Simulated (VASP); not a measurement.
# RbBr (Fm-3m) in VASP: notebook

RbBr is run at these levels: PBE; tasks: single point.

Program: VASP 6.6.1. These are calculated values, not measurements. Logs are shortened: lines on timing, memory, paths and dates and some standing lists are left out, and cuts for length are marked.

**1. The cell of the first run**

The structure is cubic, space group Fm-3m (No. 225). Conventional cell: a = 6.886 Å, b = 6.886 Å, c = 6.886 Å, α = 90.00°, β = 90.00°, γ = 90.00°. Rb (site symmetry m-3m) has 6 Br at 3.44 Å within 4.5 Å. Within 4.5 Å of Br (site symmetry m-3m) lie 6 Rb at 3.44 Å.

**2. Single point, PBE (volume scaled by 0.945)**

The input, INCAR:

```
SYSTEM = RbBr
ALGO = Normal ; EDIFF = 1E-7
ENCUT = 520 ; GGA = PE
ISIF = 2 ; ISMEAR = 0
LASPH = .TRUE. ; LCHARG = .FALSE.
LREAL = .FALSE. ; LWAVE = .FALSE.
NBANDS = 15 ; NELM = 80
PREC = Accurate ; SIGMA = 0.05
```

The input, KPOINTS:

```
k-points
0
G
  8 8 8
  0 0 0
```

The input, POSCAR:

```
RbBr
1.0
    0.0000000000      3.4428066972      3.4428066972
    3.4428066972      0.0000000000      3.4428066972
    3.4428066972      3.4428066972      0.0000000000
Rb Br
1 1
Direct
    0.5000000000      0.5000000000      0.5000000000
    0.0000000000      0.0000000000      0.0000000000
```

Potentials or basis: VASP PAW PBE potentials, release 64 (Rb_sv, Br).

The run is started by

```bash
> cat potpaw_PBE.64/Rb_sv/POTCAR potpaw_PBE.64/Br/POTCAR > POTCAR
> mpirun -np 1 vasp_std > vasp.out
```

OUTCAR:

```text
SYSTEM = RbBr
   EDIFF = 1E-7
   ENCUT = 520
   GGA = PE
   ISIF = 2
   ISMEAR = 0
   LASPH = .TRUE.
   LREAL = .FALSE.
   NELM = 80
   PREC = Accurate

 ion  position               nearest neighbor table
   1  0.500  0.500  0.500-   2 3.44   2 3.44   2 3.44   2 3.44   2 3.44   2 3.44
   2  0.000  0.000  0.000-   1 3.44   1 3.44   1 3.44   1 3.44   1 3.44   1 3.44

  LATTYP: Found a face centered cubic cell.
 ALAT       =     6.8856133944

  Lattice vectors:

 A1 = (   0.0000000000,   3.4428066972,   3.4428066972)
 A2 = (   3.4428066972,   0.0000000000,   3.4428066972)
 A3 = (   3.4428066972,   3.4428066972,   0.0000000000)

Analysis of symmetry for initial positions (statically):
=====================================================================
 Subroutine PRICEL returns:
 Original cell was already a primitive cell.

 Routine SETGRP: Setting up the symmetry group for a
 face centered cubic supercell.

 Subroutine GETGRP returns: Found 48 space group operations
 (whereof 48 operations were pure point group operations)
 out of a pool of 48 trial point group operations.

The static configuration has the point symmetry O_h .

Analysis of symmetry for dynamics (positions and initial velocities):
=====================================================================
 Subroutine PRICEL returns:
 Original cell was already a primitive cell.

 Routine SETGRP: Setting up the symmetry group for a
 face centered cubic supercell.

 Subroutine GETGRP returns: Found 48 space group operations
 (whereof 48 operations were pure point group operations)
 out of a pool of 48 trial point group operations.

The dynamic configuration has the point symmetry O_h .

 Subroutine INISYM returns: Found 48 space group operations
 (whereof 48 operations are pure point group operations),
 and found     1 'primitive' translations

----------------------------------------------------------------------------------------

                                     Primitive cell

  volume of cell :      81.6146

  direct lattice vectors                    reciprocal lattice vectors
     0.000000000  3.442806697  3.442806697    -0.145230344  0.145230344  0.145230344
     3.442806697  0.000000000  3.442806697     0.145230344 -0.145230344  0.145230344
     3.442806697  3.442806697  0.000000000     0.145230344  0.145230344 -0.145230344

  length of vectors
     4.868863924  4.868863924  4.868863924     0.251546334  0.251546334  0.251546334

  position of ions in fractional coordinates (direct lattice)
     0.500000000  0.500000000  0.500000000
     0.000000000  0.000000000  0.000000000

  ion indices of the primitive-cell ions
   primitive index   ion index
                 1           1
                 2           2

----------------------------------------------------------------------------------------

 KPOINTS: k-points

Automatic generation of k-mesh.
 Grid dimensions read from file:
 generate k-points for:    8    8    8

 Generating k-lattice:

  Cartesian coordinates                     Fractional coordinates (reciprocal lattice)
    -0.018153793  0.018153793  0.018153793     0.125000000  0.000000000  0.000000000
     0.018153793 -0.018153793  0.018153793     0.000000000  0.125000000  0.000000000
     0.018153793  0.018153793 -0.018153793     0.000000000  0.000000000  0.125000000

  Length of vectors
     0.031443292  0.031443292  0.031443292

  Shift w.r.t. Gamma in fractional coordinates (k-lattice)
     0.000000000  0.000000000  0.000000000

 Subroutine IBZKPT returns following result:
 ===========================================

 Found     29 irreducible k-points:

 Following reciprocal coordinates:
            Coordinates               Weight
  0.000000  0.000000  0.000000      1.000000
  0.125000  0.000000  0.000000      8.000000
  0.250000  0.000000  0.000000      8.000000
  0.375000  0.000000  0.000000      8.000000
  0.500000  0.000000  0.000000      4.000000
  0.125000  0.125000  0.000000      6.000000
[... 16 lines left out ...]
  0.500000  0.250000  0.125000     48.000000
 -0.375000  0.250000  0.125000     24.000000
 [... further k-points ...]
   k-points           NKPTS =     29   k-points in BZ     NKDIM =     29   number of bands    NBANDS=     15
   number of dos      NEDOS =    301   number of ions     NIONS =      2
   total plane-waves  NPLWV =  46656
   dimension x,y,z NGX =    36 NGY =   36 NGZ =   36
   dimension x,y,z NGXF=    72 NGYF=   72 NGZF=   72
   ions per type =               1   1
   NGX,Y,Z   is equivalent  to a cutoff of  12.29, 12.29, 12.29 a.u.
   NGXF,Y,Z  is equivalent  to a cutoff of  24.58, 24.58, 24.58 a.u.
 SYSTEM =  RbBr
   PREC   = accura    normal or accurate (medium, high low for compatibility)
   ISTART =      0    job   : 0-new  1-cont  2-samecut
   ICHARG =      2    charge: 1-file 2-atom 10-const
   ISPIN  =      1    spin polarized calculation?
   LNONCOLLINEAR =      F non collinear calculations
   LSORBIT =      F    spin-orbit coupling
   LASPH  =      T    aspherical Exc in radial PAW
   ENCUT  =  520.0 eV  38.22 Ry    6.18 a.u.   9.05  9.05  9.05*2*pi/ulx,y,z
   NELM   =     80;   NELMIN=  2; NELMDL= -5     # of ELM steps
   EDIFF  = 0.1E-06   stopping-criterion for ELM
   LREAL  =      F    real-space projection
   EDIFFG = 0.1E-05   stopping-criterion for IOM
   NSW    =      0    number of steps for IOM
   IBRION =     -1    ionic relax: 0-MD 1-quasi-New 2-CG
   NFREE  =      0    steps in history (QN), initial steepest desc. (CG)
   ISIF   =      2    stress and relaxation
   ISYM   =      2    0-nonsym 1-usesym 2-fastsym
   POTIM  = 0.5000    time-step for ionic-motion
   TEBEG  =    0.0;   TEEND  =   0.0 temperature during run
   PSTRESS=    0.0 pullay stress
   NELECT =      16.0000    total number of electrons
   NUPDOWN=      -1.0000    fix difference up-down
   EMIN   =  10.00;   EMAX   =-10.00  energy-range for DOS
   EFERMI =   0.00;   METHOD = LEGACY
   ISMEAR =     0;   SIGMA  =   0.05  broadening in eV -4-tet -1-fermi 0-gaus
   EFERMI_NEDOS =   21; number of points for ismear=-14 and -15
   IALGO  =     38    algorithm
   IMIX   =      4    mixing-type and parameters
     AMIX     =   0.40;   BMIX     =  1.00
     AMIX_MAG =   1.60;   BMIX_MAG =  1.00
  volume/ion in A,a.u.               =      40.81       275.38
  Fermi-wavevector in a.u.,A,eV,Ry     =   0.951026  1.797178 12.305784  0.904450
  Thomas-Fermi vector in A             =   2.079457
   LORBIT       =      0    0 simple, 1 ext, 2 COOP (PROOUT), +10 PAW based schemes
   GGA     = PE    functional components
   LHFCALC =     F    Hartree Fock is set to
   AEXX    =    0.0000 exact exchange contribution
   IVDW    =     0    specifies the selected vdW correction
   LEPSILON=     F    determine dielectric tensor
   LRPA    =     F    only Hartree local field effects (RPA)
 non-spin polarized calculation
 Gauss-broadening in eV      SIGMA  =   0.05
  energy-cutoff  :      520.00
  volume of cell :       81.61
 maximum number of plane-waves:      2216
   NGX = 19   NGY = 19   NGZ = 19

 number of electron      15.9999998 magnetization

 Free energy of the ion-electron system (eV)
  ---------------------------------------------------
  ext. energy  EPLUGINS =         0.00000000
  ---------------------------------------------------
  free energy    TOTEN  =        -6.10375995 eV

  energy without entropy =       -6.10375995  energy(sigma->0) =       -6.10375995

 E-fermi :  -1.5325     XC(G=0):  -7.1790

 val. band max:       -1.8042371380   @ k =   0.0000   0.0000   0.0000
 cond. band min:       2.5234698989   @ k =   0.0000   0.0000   0.0000
 fundamental gap:      4.3277070369
 Fermi energy:        -1.5325215995

 k-point     1 :       0.0000    0.0000    0.0000
  band No.  band energies     occupation
      1     -26.2472      2.00000
      2     -13.9716      2.00000
      3     -10.3229      2.00000
      4     -10.3229      2.00000
      5     -10.3229      2.00000
      6      -1.8042      2.00000
      7      -1.8042      2.00000
      8      -1.8042      2.00000
      9       2.5235      0.00000
     10       5.4715      0.00000
     11       5.4715      0.00000
     12       5.4715      0.00000
     13       6.3501      0.00000
     14       6.3501      0.00000
     15       9.1568      0.00000

 k-point     2 :       0.1250    0.0000    0.0000
  band No.  band energies     occupation
      1     -26.2459      2.00000
      2     -13.9775      2.00000
      3     -10.3240      2.00000
      4     -10.3240      2.00000
      5     -10.3164      2.00000
      6      -1.9848      2.00000
      7      -1.8584      2.00000
      8      -1.8584      2.00000
      9       2.8954      0.00000
     10       5.3756      0.00000
     11       5.6552      0.00000
     12       5.6552      0.00000
     13       6.5777      0.00000
     14       6.5777      0.00000
     15       9.7376      0.00000

 k-point     3 :       0.2500    0.0000    0.0000
  band No.  band energies     occupation
      1     -26.2428      2.00000
      2     -13.9914      2.00000
      3     -10.3266      2.00000
      4     -10.3266      2.00000
      5     -10.3008      2.00000
      6      -2.3516      2.00000
      7      -1.9832      2.00000
      8      -1.9832      2.00000
      9       3.7767      0.00000
     10       5.3332      0.00000
     11       6.1842      0.00000
     12       6.1842      0.00000
     13       7.2020      0.00000
     14       7.2020      0.00000
     15      10.5145      0.00000
[... 343 lines left out ...]
 k-point    23 :       0.5000    0.2500    0.1250
  band No.  band energies     occupation
      1     -26.2381      2.00000
      2     -13.9798      2.00000
      3     -10.3873      2.00000
      4     -10.3558      2.00000
      5     -10.3084      2.00000
      6      -2.5340      2.00000
      7      -2.1289      2.00000
      8      -2.0544      2.00000
      9       4.8763      0.00000
     10       5.1711      0.00000
     11       7.0565      0.00000
     12       7.3132      0.00000
     13       7.7323      0.00000
     14       8.2531      0.00000
     15       9.1237      0.00000

 k-point    24 :      -0.3750    0.2500    0.1250
  band No.  band energies     occupation
      1     -26.2371      2.00000
      2     -13.9789      2.00000
      3     -10.3876      2.00000
      4     -10.3740      2.00000
      5     -10.3050      2.00000
      6      -2.5531      2.00000
      7      -2.1490      2.00000
      8      -2.1263      2.00000
      9       5.1420      0.00000
     10       5.5810      0.00000
     11       7.0073      0.00000
     12       7.1398      0.00000
     13       8.0504      0.00000
     14       8.9019      0.00000
     15       9.0846      0.00000

 [... further k-points ...]

------------------------ aborting loop because EDIFF is reached ----------------------------------------

  FORCE on cell =-STRESS in cart. coord.  units (eV):
  Direction    XX          YY          ZZ          XY          YZ          ZX
  --------------------------------------------------------------------------------------
  -------------------------------------------------------------------------------------
  Total        0.4107894      0.4107894      0.4107894      0.0000000      0.0000000      0.0000000
  in kB        8.0642105      8.0642105      8.0642105      0.0000000      0.0000000      0.0000000
  external PRESSURE =       8.0642105 kB  Pullay stress =       0.0000000 kB

 VOLUME and BASIS-vectors are now :
 -----------------------------------------------------------------------------
  energy-cutoff  :      520.00
  volume of cell :       81.61
      direct lattice vectors                 reciprocal lattice vectors
     0.000000000  3.442806697  3.442806697    -0.145230344  0.145230344  0.145230344
     3.442806697  0.000000000  3.442806697     0.145230344 -0.145230344  0.145230344
     3.442806697  3.442806697  0.000000000     0.145230344  0.145230344 -0.145230344

 POSITION                                       TOTAL-FORCE (eV/Angst)
 -----------------------------------------------------------------------------------
      3.44281      3.44281      3.44281         0.000000     -0.000000      0.000000
      0.00000      0.00000      0.00000        -0.000000      0.000000     -0.000000
 -----------------------------------------------------------------------------------
    total drift:                                0.000000      0.000000      0.000000

  FREE ENERGIE OF THE ION-ELECTRON SYSTEM (eV)
  ---------------------------------------------------
  free  energy   TOTEN  =        -6.1037599493 eV

  energy  without entropy=       -6.1037599493  energy(sigma->0) =       -6.10375995
```

Run time: 38 s. Hardware: 1 thread of AMD EPYC 7R43 (Zen 3), shared host; peak memory 0.18 GiB.

Results:

| Property | Result |
| --- | --- |
| Free energy | -6.1038 eV |
| Pressure | 0.8 GPa |
| Band gap on the k mesh | 4.33 eV, direct |

Levels at points of the mesh, in eV from the valence-band top:
| k point | band 4 | band 5 | band 6 | band 7 | band 8 | band 9 | band 10 | band 11 | band 12 | band 13 |
| --- | --- | --- | --- | --- | --- | --- | --- | --- | --- | --- |
| (0.00, 0.00, 0.00) | -8.52 | -8.52 | 0.00 | 0.00 | 0.00 | 4.33 | 7.28 | 7.28 | 7.28 | 8.15 |
| (0.50, 0.00, 0.00) | -8.53 | -8.47 | -0.97 | -0.34 | -0.34 | 6.78 | 7.67 | 9.45 | 9.45 | 10.12 |
| (0.50, 0.50, 0.00) | -8.59 | -8.59 | -0.47 | -0.16 | -0.16 | 5.62 | 7.08 | 9.13 | 9.18 | 9.38 |

 A k mesh can miss the band edges.

**3. Single point, PBE (volume scaled by 0.960)**

The input, INCAR:

```
SYSTEM = RbBr
ALGO     = Normal         ! electronic algorithm
EDIFF    = 1E-6           ! SCF threshold, eV
ENCUT    = 520            ! plane-wave cutoff, eV
GGA      = PE             ! functional
ISIF     = 2              ! what is computed and relaxed
ISMEAR   = 0              ! smearing method
LASPH    = .TRUE.         ! aspherical terms in the spheres
LCHARG   = .TRUE.         ! write CHGCAR
LELF     = .TRUE.         ! ELF
LREAL    = .FALSE.        ! projectors in reciprocal space
LVHAR    = .TRUE.       
LWAVE    = .FALSE.        ! write WAVECAR
NBANDS   = 15             ! bands
NELM     = 60             ! most SCF steps
PREC     = Accurate       ! precision mode
SIGMA    = 0.05           ! smearing width, eV
```

KPOINTS is that of step 2.

The input, POSCAR:

```
RbBr
1.0
    0.0000000000      3.4609270662      3.4609270662
    3.4609270662      0.0000000000      3.4609270662
    3.4609270662      3.4609270662      0.0000000000
Rb Br
1 1
Direct
    0.5000000000      0.5000000000      0.5000000000
    0.0000000000      0.0000000000      0.0000000000
```

Potentials or basis: VASP PAW PBE potentials, release 64 (Rb_sv, Br).

The run is started by

```bash
> cat potpaw_PBE.64/Rb_sv/POTCAR potpaw_PBE.64/Br/POTCAR > POTCAR
> mpirun -np 1 vasp_std > vasp.out
```

OUTCAR:

```text
SYSTEM = RbBr
   EDIFF = 1E-6
   ENCUT = 520
   GGA = PE
   ISIF = 2
   ISMEAR = 0
   LASPH = .TRUE.
   LREAL = .FALSE.
   NELM = 60
   PREC = Accurate

 ion  position               nearest neighbor table
   1  0.500  0.500  0.500-   2 3.46   2 3.46   2 3.46   2 3.46   2 3.46   2 3.46
   2  0.000  0.000  0.000-   1 3.46   1 3.46   1 3.46   1 3.46   1 3.46   1 3.46

  LATTYP: Found a face centered cubic cell.
 ALAT       =     6.9218541324

  Lattice vectors:

 A1 = (   0.0000000000,   3.4609270662,   3.4609270662)
 A2 = (   3.4609270662,   0.0000000000,   3.4609270662)
 A3 = (   3.4609270662,   3.4609270662,   0.0000000000)

Analysis of symmetry for initial positions (statically):
=====================================================================
 Subroutine PRICEL returns:
 Original cell was already a primitive cell.

 Routine SETGRP: Setting up the symmetry group for a
 face centered cubic supercell.

 Subroutine GETGRP returns: Found 48 space group operations
 (whereof 48 operations were pure point group operations)
 out of a pool of 48 trial point group operations.

The static configuration has the point symmetry O_h .
[... 174 lines left out ...]
      5     -10.4132      2.00000
      6      -1.8617      2.00000
      7      -1.8617      2.00000
      8      -1.8617      2.00000
      9       2.4265      0.00000
     10       5.4083      0.00000
     11       5.4083      0.00000
     12       5.4083      0.00000
     13       6.2763      0.00000
     14       6.2763      0.00000
[... 401 lines left out ...]
      2     -14.0195      2.00000
      3     -10.4740      2.00000
      4     -10.4615      2.00000
      5     -10.3973      2.00000
      6      -2.5915      2.00000
      7      -2.1977      2.00000
      8      -2.1731      2.00000
      9       5.0524      0.00000
     10       5.4886      0.00000
     11       6.8805      0.00000
     12       7.0258      0.00000
     13       7.9381      0.00000
     14       8.7750      0.00000
     15       8.9600      0.00000

 [... further k-points ...]

------------------------ aborting loop because EDIFF is reached ----------------------------------------

  FORCE on cell =-STRESS in cart. coord.  units (eV):
  Direction    XX          YY          ZZ          XY          YZ          ZX
  --------------------------------------------------------------------------------------
  -------------------------------------------------------------------------------------
  Total        0.2913530      0.2913530      0.2913530      0.0000000      0.0000000     -0.0000000
  in kB        5.6301853      5.6301853      5.6301853      0.0000000      0.0000000     -0.0000000
  external PRESSURE =       5.6301853 kB  Pullay stress =       0.0000000 kB

 VOLUME and BASIS-vectors are now :
 -----------------------------------------------------------------------------
  energy-cutoff  :      520.00
  volume of cell :       82.91
      direct lattice vectors                 reciprocal lattice vectors
     0.000000000  3.460927066  3.460927066    -0.144469961  0.144469961  0.144469961
     3.460927066  0.000000000  3.460927066     0.144469961 -0.144469961  0.144469961
     3.460927066  3.460927066  0.000000000     0.144469961  0.144469961 -0.144469961

 POSITION                                       TOTAL-FORCE (eV/Angst)
 -----------------------------------------------------------------------------------
      3.46093      3.46093      3.46093         0.000000      0.000000     -0.000000
      0.00000      0.00000      0.00000         0.000000     -0.000000      0.000000
 -----------------------------------------------------------------------------------
    total drift:                                0.000000      0.000000      0.000000

  FREE ENERGIE OF THE ION-ELECTRON SYSTEM (eV)
  ---------------------------------------------------
  free  energy   TOTEN  =        -6.1093194483 eV

  energy  without entropy=       -6.1093194483  energy(sigma->0) =       -6.10931945
```

OSZICAR:

```text
N       E                     dE             d eps       ncg     rms          rms(c)
DAV:   1     0.766938658706E+02    0.76694E+02   -0.63539E+03   870   0.874E+02
DAV:   2    -0.387838989080E+00   -0.77082E+02   -0.71900E+02  1245   0.172E+02
DAV:   3    -0.619963863169E+01   -0.58118E+01   -0.57907E+01  1288   0.435E+01
DAV:   4    -0.633123183450E+01   -0.13159E+00   -0.13157E+00  1318   0.555E+00
DAV:   5    -0.633540351444E+01   -0.41717E-02   -0.41717E-02  1199   0.647E-01    0.277E+00
DAV:   6    -0.611379767420E+01    0.22161E+00   -0.26876E-01  1080   0.236E+00    0.182E+00
DAV:   7    -0.609637732264E+01    0.17420E-01   -0.12523E-01  1136   0.171E+00    0.937E-01
DAV:   8    -0.610847029785E+01   -0.12093E-01   -0.14308E-02   940   0.700E-01    0.112E-01
DAV:   9    -0.610886126792E+01   -0.39097E-03   -0.64867E-04  1172   0.130E-01    0.709E-02
DAV:  10    -0.610931312709E+01   -0.45186E-03   -0.60995E-04   940   0.134E-01    0.289E-02
DAV:  11    -0.610931274785E+01    0.37924E-06   -0.33930E-05  1139   0.294E-02    0.625E-03
DAV:  12    -0.610931915811E+01   -0.64103E-05   -0.91719E-06   947   0.185E-02    0.162E-03
DAV:  13    -0.610931944826E+01   -0.29015E-06   -0.40864E-07   953   0.358E-03
   1 F= -.61093194E+01 E0= -.61093194E+01  d E =-.177095E-21
```

stdout:

```text
POSCAR found type information on POSCAR RbBr
 POSCAR found :  2 types and       2 ions
 scaLAPACK will be used
 LDA part: xc-table for (Slater+PW92), standard interpolation
 POSCAR, INCAR and KPOINTS ok, starting setup
 FFT: planning ... GRIDC
 FFT: planning ... GRID_SOFT
 FFT: planning ... GRID
 WAVECAR not read
 entering main loop
```

Run time: 36 s. Hardware: 1 thread of AMD EPYC 7R43 (Zen 3), shared host; peak memory 0.18 GiB.

What came out:

| Quantity | Value |
| --- | --- |
| Free energy | -6.1093 eV |
| Pressure | 0.6 GPa |
| Band gap on the k mesh | 4.29 eV, direct |

 A k mesh can miss the band edges.

(Continued in part 2 of 2.)
